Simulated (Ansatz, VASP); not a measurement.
## Two plane-wave programs on Al2O3

File INCAR:

```
PREC = Accurate
ENCUT = 520
EDIFF = 1E-6
ISMEAR = -1
SIGMA = 0.05
LREAL = F
LASPH = T
NELM = 100
ALGO = Normal
ISIF = 2
LWAVE = F
LCHARG = F
GGA = PE
NBANDS = 35
```

Contents of KPOINTS:

```
Automatic mesh
0
Gamma
  7 7 7
```

POSCAR

```
Al2O3
1.0
    2.3642746864      1.3650146266      4.3027928600
   -2.3642746864      1.3650146266      4.3027928600
    0.0000000000     -2.7300292533      4.3027928600
Al O
4 6
Direct
    0.8521600000      0.8521600000      0.8521600000
    0.6478400000      0.6478400000      0.6478400000
    0.1478400000      0.1478400000      0.1478400000
    0.3521600000      0.3521600000      0.3521600000
    0.0566800000      0.7500000000      0.4433200000
    0.7500000000      0.4433200000      0.0566800000
    0.4433200000      0.0566800000      0.7500000000
    0.9433200000      0.2500000000      0.5566800000
    0.2500000000      0.5566800000      0.9433200000
    0.5566800000      0.9433200000      0.2500000000
```

File input.yaml:

```yaml
crystal:
  lattice:
    - [2.3642746864, 1.3650146266, 4.30279286]
    - [-2.3642746864, 1.3650146266, 4.30279286]
    - [0.0, -2.7300292533, 4.30279286]
  atoms:
    - { symbol: Al, position: [0.85216, 0.85216, 0.85216] }
    - { symbol: Al, position: [0.64784, 0.64784, 0.64784] }
    - { symbol: Al, position: [0.14784, 0.14784, 0.14784] }
    - { symbol: Al, position: [0.35216, 0.35216, 0.35216] }
    - { symbol: O, position: [0.05668, 0.75, 0.44332] }
    - { symbol: O, position: [0.75, 0.44332, 0.05668] }
    - { symbol: O, position: [0.44332, 0.05668, 0.75] }
    - { symbol: O, position: [0.94332, 0.25, 0.55668] }
    - { symbol: O, position: [0.25, 0.55668, 0.94332] }
    - { symbol: O, position: [0.55668, 0.94332, 0.25] }
hamiltonian:
  xc: pbe
  pseudopotentials: { kind: paw, accuracy: stringent }
kpoints:
  mp_grid: { grid: [7, 7, 7] }
scf:
  occupations: { method: fermi_dirac, width: 0.05 }
output:
  forces: true
  stress: true
  eigenvalues: true
```

Alike in both runs: task single point; functional PBE; k mesh 7 × 7 × 7; occupations fermi-dirac, width 0.05 eV; no spin polarisation.

|  | VASP | Ansatz |
| --- | --- | --- |
| version | VASP 6.6.1 | Ansatz 0.2.0 |
| potentials or method | VASP PAW PBE potentials, release 64 (Al, O) | SSSP precision PAW |
| plane-wave cutoff (eV) | 520 | 1020 |
| valence electrons in the cell | 48 | 48 |

VASP gave:

| Quantity | Value |
| --- | --- |
| gap on the k mesh at the Fermi level (eV) | 6.47 |
| least direct gap on the mesh (eV) | 6.47 |
| pressure (GPa) | 12.7 |
| traceless stress, the component that is largest in VASP (GPa) | -0.70 |
| rms of the force components (eV/Å) | 0.015 |

Q: Which values does Ansatz return?

A: gap on the k mesh at the Fermi level (eV): 6.47; least direct gap on the mesh (eV): 6.47; pressure (GPa): 13.5; traceless stress, the component that is largest in VASP (GPa): -0.81; rms of the force components (eV/Å): 0.025.

Atom by atom the forces differ by 0.011 eV/Å (rms over components).

Noted on Ansatz's run: odd divisions of the mesh miss points on the zone boundary, where band edges often lie, so the gap on the mesh can be too wide.
